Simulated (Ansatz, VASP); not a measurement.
## WSe2 in VASP and in Ansatz

File INCAR:

```
ALGO     = Normal         # electronic algorithm
EDIFF    = 1E-7           # SCF threshold, eV
ENCUT    = 520            # plane-wave cutoff, eV
GGA      = PE             # functional
ISIF     = 2              # what is computed and relaxed
ISMEAR   = 0              # smearing method
IVDW     = 12             # dispersion correction
LASPH    = True           # aspherical terms in the spheres
LCHARG   = True           # write CHGCAR
LELF     = True           # ELF
LREAL    = False          # projectors in reciprocal space
LVHAR    = True         
LWAVE    = False          # write WAVECAR
NBANDS   = 35             # bands
NELM     = 80             # most SCF steps
PREC     = Accurate       # precision mode
SIGMA    = 0.05           # smearing width, eV
```

The input KPOINTS:

```
k-points
0
Gamma
  12 12 2
```

The input POSCAR:

```
WSe2
1.0
    3.3773983872      0.0000000000      0.0000000000
   -1.6886991936      2.9249128020      0.0000000000
    0.0000000000      0.0000000000     13.1722696866
W Se
2 4
Direct
    0.3333333333      0.6666666667      0.2500000000
    0.6666666667      0.3333333333      0.7500000000
    0.3333333333      0.6666666667      0.6182912225
    0.6666666667      0.3333333333      0.1182912225
    0.3333333333      0.6666666667      0.8817087775
    0.6666666667      0.3333333333      0.3817087775
```

Input for Ansatz:

```yaml
crystal:
  lattice:
    - [3.3773983872, 0.0, 0.0]
    - [-1.6886991936, 2.924912802, 0.0]
    - [0.0, 0.0, 13.1722696866]
  atoms:
    - { symbol: W, position: [0.3333333333, 0.6666666667, 0.25] }
    - { symbol: W, position: [0.6666666667, 0.3333333333, 0.75] }
    - { symbol: Se, position: [0.3333333333, 0.6666666667, 0.6182912225] }
    - { symbol: Se, position: [0.6666666667, 0.3333333333, 0.1182912225] }
    - { symbol: Se, position: [0.3333333333, 0.6666666667, 0.8817087775] }
    - { symbol: Se, position: [0.6666666667, 0.3333333333, 0.3817087775] }
basis:
  ecutwfc: 420
kpoints:
  mp_grid: { grid: [12, 12, 2] }
hamiltonian:
  xc: pbe
  dispersion: d3bj
scf:
  occupations: { method: gaussian, width: 0.05 }
output:
  forces: true
  stress: true
  eigenvalues: true
```

Change from the starting cell: strain +0.030 along x and y, +0.030 along z, atoms carried along.

Alike in both runs: task single point; functional PBE; dispersion D3(BJ); k mesh 12 × 12 × 2; occupations gaussian, width 0.05 eV; no spin polarisation.

|  | VASP | Ansatz |
| --- | --- | --- |
| version | VASP 6.6.1 | Ansatz 0.2.0 |
| potentials or method | VASP PAW PBE potentials, release 64 (W_sv, Se), cutoff 520 eV | scalar-relativistic, plane waves, PAW |
| valence electrons in the cell | 52 | 92 |

|  | VASP | Ansatz | Ansatz less VASP |
| --- | --- | --- | --- |
| gap on the k mesh at the Fermi level (eV) | 0.95 | 0.95 | +0.004 |
| least direct gap on the mesh (eV) | 1.38 | 1.38 | +0.002 |
| pressure (GPa) | -10.2 | -10.4 | -0.20 |
| traceless stress, the component that is largest in VASP (GPa) | -1.27 | -1.33 | -0.057 |
| rms of the force components (eV/Å) | 0.578 | 0.593 | +0.0151 |

Atom by atom the forces differ by 0.015 eV/Å (rms over components). VASP's potentials hold 52 valence electrons a cell and Ansatz's 92, so a difference there can come from the potentials and not from the codes.

Neither program's run includes spin-orbit coupling.
